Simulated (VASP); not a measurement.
# CdSe: single point with LDA

Crystal: CdSe.

```
CELL_PARAMETERS angstrom
0.00000 2.84295 2.84295
2.84295 0.00000 2.84295
2.84295 2.84295 0.00000
ATOMIC_POSITIONS crystal
Cd 0.00000 0.00000 0.00000
Se 0.50000 0.50000 0.50000
```

```json
{
  "Program": "VASP 6.6.1",
  "Task": "single point",
  "Functional": "LDA",
  "Potentials or basis": "VASP PAW LDA potentials, release 64 (Cd, Se)",
  "Cutoff": "520 eV",
  "k mesh": "8 × 8 × 8",
  "Occupations": "fermi-dirac, width 0.02 eV",
  "Spin": "no spin polarisation",
  "Dipole correction": "no",
  "Further INCAR settings": "ALGO = Normal; EDIFF = 1e-06; NBANDS = 16"
}
```

The pressure is -3.8 GPa. The band gap on the k mesh is zero (bands 9 and 10 overlap by 0.65 eV).

Levels at points of the mesh, in eV from the Fermi level:
| k point | band 7 | band 8 | band 9 | band 10 | band 11 | band 12 |
| --- | --- | --- | --- | --- | --- | --- |
| (0.00, 0.00, 0.00) | -0.69 | -0.69 | -0.69 | -0.04 | 8.62 | 8.62 |
| (0.50, 0.00, 0.00) | -5.20 | -0.06 | -0.06 | 2.82 | 5.09 | 5.09 |
| (0.50, 0.50, 0.00) | -4.36 | -2.22 | -2.22 | -0.69 | 5.34 | 9.74 |

Run time: 29 s on 1 thread of AMD EPYC 7R13 (shared host), peak memory 0.13 GiB.

Caveat: the cell stands under tension; semilocal functionals underestimate gaps, so a narrow gap can read as zero.
